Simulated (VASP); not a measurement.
Set up this calculation in VASP 6.6.1, as the native input.

```
Task                   : single point
Functional             : PBE
Potentials or basis    : VASP PAW PBE potentials, release 64 (Si, Ge_d)
Cutoff                 : 520 eV
k mesh                 : 2 × 2 × 2
Occupations            : fermi-dirac, width 0.02 eV
Spin                   : no spin polarisation
Dipole correction      : no
Further INCAR settings : LREAL = Auto; ALGO = Normal; EDIFF = 1e-07; NBANDS = 53
```

The structure of Si16Ge (a cell with a defect) lies in POSCAR:

```
Si16Ge
1.0
    0.0000000000      5.4300000000      5.4300000000
    5.4300000000      0.0000000000      5.4300000000
    5.4300000000      5.4300000000      0.0000000000
Si Ge
16 1
Direct
    0.0136327808     -0.0415392265      0.0140576427
    0.1160398711      0.1168754144      0.1161691529
   -0.0189262431      0.0055155617      0.5067750460
    0.1160376611      0.1168199816      0.6511034070
   -0.0042140884      0.4969238490     -0.0039492634
    0.1356738490      0.5924430939      0.1360523020
   -0.0042092081      0.4968644567      0.5114633517
    0.1155993554      0.6346824125      0.6249404236
    0.5065012891      0.0054988950     -0.0186825046
    0.6506963168      0.1167627993      0.1163233886
    0.5065246777      0.0054548803      0.5068254144
    0.6132791897      0.1597554328      0.6135441989
    0.5110991713      0.4968251381     -0.0038796501
    0.6246549724      0.6346573665      0.1158678637
    0.4889107735      0.5328608656      0.4891905157
    0.6246712707      0.6346158379      0.6249898711
    0.2676831492      1.1962220074      0.2681483425
```

The input as run:

INCAR

```
SYSTEM = Si16Ge
PREC = Accurate
ENCUT = 520
EDIFF = 1E-7
ISMEAR = -1
SIGMA = 0.02
LREAL = Auto
LASPH = .TRUE.
NELM = 100
ALGO = Normal
ISIF = 2
LWAVE = .FALSE.
LCHARG = .TRUE.
GGA = PE
LELF = .TRUE.
LVHAR = .TRUE.
NBANDS = 53
```

KPOINTS

```
regular mesh
0
G
  2 2 2
  0 0 0
```

Potentials or basis: VASP PAW PBE potentials, release 64 (Si, Ge_d).

Run with:

```console
$ cat potpaw_PBE.64/Si/POTCAR potpaw_PBE.64/Ge_d/POTCAR > POTCAR
$ mpirun -np 1 vasp_std > vasp.out
```

It gave:

```json
{"Pressure": "6.3 GPa", "Largest force": "0.334 eV/Å", "Band gap on the k mesh": "zero (band 39 reaches 6.96 eV, above the bottom of band 40 at 6.75 eV)"}
```

Caveat: the k points lie up to 0.50 Å⁻¹ apart.

Wall time 2.4 min on 1 thread of Intel(R) Xeon(R) 6975P-C (Granite Rapids) (shared host), peak memory 0.48 GiB.
